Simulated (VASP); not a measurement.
Write the native input for VASP 6.6.1 that does the following.

```
Task                   : single point
Functional             : PBE
Potentials or basis    : VASP PAW PBE potentials, release 64 (Os, Pt, C, N)
Cutoff                 : 520 eV
k mesh                 : 6 × 6 × 6
Occupations            : gaussian, width 0.02 eV
Spin                   : no spin polarisation
Dipole correction      : no
Further INCAR settings : ALGO = Normal; EDIFF = 1e-06; NBANDS = 49
```

The structure of OsPtC6N6 lies in POSCAR:

```
OsPtC6N6
1.0
    0.0000000000      5.1770302932      5.1770302932
    5.1770302932      0.0000000000      5.1770302932
    5.1770302932      5.1770302932      0.0000000000
Os Pt C N
1 1 6 6
Direct
    0.5000000000      0.5000000000      0.5000000000
    0.0000000000      0.0000000000      0.0000000000
    0.8052593011      0.1947406989      0.1947406989
    0.1947406989      0.8052593011      0.1947406989
    0.1947406989      0.1947406989      0.8052593011
    0.1947406989      0.8052593011      0.8052593011
    0.8052593011      0.1947406989      0.8052593011
    0.8052593011      0.8052593011      0.1947406989
    0.6929666909      0.3070333091      0.3070333091
    0.3070333091      0.6929666909      0.3070333091
    0.3070333091      0.3070333091      0.6929666909
    0.3070333091      0.6929666909      0.6929666909
    0.6929666909      0.3070333091      0.6929666909
    0.6929666909      0.6929666909      0.3070333091
```

These files were run (other wordings do the same):

INCAR

```
  PREC = Accurate
  ENCUT = 520
  EDIFF = 1E-6
  ISMEAR = 0
  SIGMA = 0.02
  LREAL = F
  LASPH = T
  NELM = 60
  ALGO = Normal
  ISIF = 2
  LWAVE = F
  LCHARG = F
  GGA = PE
  NBANDS = 49
```

KPOINTS

```
regular mesh
0
Gamma
  6 6 6
```

Potentials or basis: VASP PAW PBE potentials, release 64 (Os, Pt, C, N).

Command:

```bash
$ cat potpaw_PBE.64/Os/POTCAR potpaw_PBE.64/Pt/POTCAR potpaw_PBE.64/C/POTCAR potpaw_PBE.64/N/POTCAR > POTCAR
$ mpirun -np 1 vasp_std > vasp.out
```

Results of the run:

```
Pressure               : 0.6 GPa
Largest force          : 0.400 eV/Å
Band gap on the k mesh : 2.46 eV (least direct gap 2.48 eV)
```

Caveat: spin-orbit coupling is left out, which moves the levels of the heavy elements.

Wall time 6.1 min on 1 thread of Intel(R) Xeon(R) Platinum 8259CL CPU @ 2.50GHz (Skylake/Cascade Lake), on a shared host, peak memory 0.53 GiB.
